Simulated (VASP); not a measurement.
A run of VASP 6.6.1 is set up as follows.

Contents of INCAR:

```
SYSTEM = SiO2
  PREC = Accurate
  ENCUT = 520
  EDIFF = 1E-6
  ISMEAR = 0
  SIGMA = 0.05
  LREAL = Auto
  LASPH = .TRUE.
  NELM = 60
  ALGO = Normal
  ISIF = 2
  LWAVE = .FALSE.
  LCHARG = .FALSE.
  LDIPOL = .TRUE.
  IDIPOL = 3
  DIPOL = 0.5 0.5 0.500
  GGA = PS
  NBANDS = 101
```

The input KPOINTS:

```
Automatic mesh
0
G
  5 4 1
  0 0 0
```

Contents of POSCAR:

```
SiO2
1.0
    5.0268851628      0.0000000000      0.0000000000
    0.0000000000      7.0056413580      0.0000000000
    0.0000000000      0.0000000000     26.5410627227
O Si
20 10
Direct
    0.7926412270      0.2169431305      0.2981027852
    0.8939038722      0.8315089227      0.3206900568
    0.4098248803      0.9391926103      0.3161921113
    0.2751318873      0.5698606864      0.3396445366
    0.7112300238      0.0560226351      0.3899074210
    0.5926874446      0.4281393564      0.4109082826
    0.0916790937      0.3195649562      0.4092802808
    0.2181821623      0.6894060211      0.4288156305
    0.7748900847      0.1898591034      0.4799773308
    0.9052340006      0.8238595430      0.5007041464
    0.4052339613      0.9261414213      0.4992961698
    0.2748902330      0.5601415306      0.5200227066
    0.7181819084      0.0605961914      0.5711843144
    0.5916781203      0.4304368444      0.5907202486
    0.0926864281      0.3218626758      0.5890918138
    0.2112289887      0.6939798793      0.6100926765
    0.7751313486      0.1801376657      0.6603551924
    0.9098274864      0.8108071905      0.6838084001
    0.3939074126      0.9184873874      0.6793103104
    0.2926396526      0.5330521797      0.7018961572
    0.1958945913      0.7838415681      0.3269102381
    0.7124684834      0.0370795204      0.3269917384
    0.2933393870      0.4923792536      0.3983426913
    0.7896017566      0.2475692707      0.4203245770
    0.2034932837      0.7510363814      0.4884263979
    0.7034933123     -0.0010351925      0.5115737261
    0.2896011352      0.5024323759      0.5796756193
    0.7933386345      0.2576221567      0.6016572717
    0.2124693125      0.7129187087      0.6730083842
    0.6958964263     -0.0338439740      0.6730887843
```

Potentials or basis: VASP PAW PBE potentials, release 64 (O, Si).

Command:

```sh
$ cat potpaw_PBE.64/O/POTCAR potpaw_PBE.64/Si/POTCAR > POTCAR
$ mpirun -np 1 vasp_std > vasp.out
```

(1) What does it give for the largest force?

(2) What does it give for the band gap on the k mesh?

## Answers

(1) 0.250 eV/Å.

(2) 2.57 eV (least direct gap 2.58 eV).

Caveat: the PAW data sets were made with another functional, which shifts forces and pressure a little.
